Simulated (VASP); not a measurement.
A run of VASP 6.6.1 is set up as follows.

The input INCAR:

```
SYSTEM = Si
ALGO = Normal ; EDIFF = 1E-6
ENCUT = 520 ; GGA = CA
ISIF = 2 ; ISMEAR = -1
LASPH = .TRUE. ; LCHARG = .FALSE.
LREAL = .FALSE. ; LWAVE = .FALSE.
NBANDS = 8 ; NELM = 60
PREC = Accurate ; SIGMA = 0.1
```

KPOINTS

```
k-points
0
G
  16 16 14
  0 0 0
```

POSCAR

```
Si
1.0
    2.5270000000      0.0000000000      0.0000000000
   -1.2635000000      2.1884460000      0.0000000000
    0.0000000000      0.0000000000      2.3136750000
Si
1
Direct
    0.0000000000      0.0000000000      0.0000000000
```

Potentials or basis: VASP PAW LDA potentials, release 64 (Si).

Launch:

```bash
$ cat potpaw_LDA.64/Si/POTCAR > POTCAR
$ mpirun -np 1 vasp_std > vasp.out
```

(1) Estimate the band gap on the k mesh.

(2) Estimate the pressure.

## Answers

(1) zero (bands 2 and 3 overlap by 12.59 eV).

(2) 21.0 GPa.

Caveat: the cell stands under pressure.
